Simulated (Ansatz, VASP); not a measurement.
# One calculation of Yb, two programs

INCAR

```
PREC = Accurate
ENCUT = 520
EDIFF = 1E-7
ISMEAR = -1
SIGMA = 0.1
LREAL = F
LASPH = T
NELM = 100
ALGO = Normal
ISIF = 2
LWAVE = F
LCHARG = T
GGA = PE
LELF = T
LVHAR = T
NBANDS = 31
```

KPOINTS

```
Automatic mesh
0
Gamma
  8 8 5
```

File POSCAR:

```
Yb
1.0
    1.7024090000      2.9486550000      0.0000000000
   -1.7024090000      2.9486550000      0.0000000000
    0.0000000000      0.0000000000      5.4950070000
Yb
2
Direct
    0.3333300000      0.3333400000      0.2500000000
    0.6666600000      0.6666700000      0.7500000000
```

Input for Ansatz:

```yaml
crystal:
  lattice:
    - [1.702409, 2.948655, 0.0]
    - [-1.702409, 2.948655, 0.0]
    - [0.0, 0.0, 5.495007]
  atoms:
    - { symbol: Yb, position: [0.33333, 0.33334, 0.25] }
    - { symbol: Yb, position: [0.66666, 0.66667, 0.75] }
kpoints:
  mp_grid: { grid: [8, 8, 5], shift: [0, 0, 0] }
  band_path:
    path:
      - [0.0, 0.0, 0.0]
      - [0.5, 0.0, 0.0]
      - [0.66666667, 0.33333333, 0.0]
      - [0.0, 0.0, 0.0]
      - [0.0, 0.0, 0.5]
      - [0.5, 0.0, 0.5]
      - [0.66666667, 0.33333333, 0.5]
      - [0.0, 0.0, 0.5]
      - [0.5, 0.0, 0.5]
      - [0.5, 0.0, 0.0]
      - [0.66666667, 0.33333333, 0.5]
    npoints: 6
magnetization:
  spin_polarized: false
scf:
  occupations: { method: fermi_dirac }
  lower_state_search: "off"
  max_iter: 200
hamiltonian:
  pseudopotentials: { kind: paw }
  xc: pbe
basis:
  ecutwfc: 420
  fft_grid_basis: typed
output:
  forces: true
  stress: true
  eigenvalues: true
  bader: true
  populations: true
  elf: true
  write_potential: true
  volumetric_format: npy
  dos:
    e_range: [-12, 8]
    de: 0.05
    projected: { site_lists: { Yb: [Yb] } }
checkpoint:
  read: saved_state
```

Alike in both runs: task single point; functional PBE; k mesh 8 × 8 × 5; no spin polarisation.

```csv
,VASP,Ansatz
version,VASP 6.6.1,Ansatz 0.2.0
potentials or method,"VASP PAW PBE potentials, release 64 (Yb), cutoff 520 eV",PAW plane waves
occupations,"fermi-dirac, width 0.1 eV",fermi-dirac
valence electrons in the cell,48,48
```

```tsv
	VASP	Ansatz	Ansatz less VASP
pressure (GPa)	6.9	7.3	+0.31
traceless stress, the component that is largest in VASP (GPa)	0.83	0.85	+0.015
```

Ansatz's warnings: structure snapped to symmetry.

Neither program's run includes spin-orbit coupling.
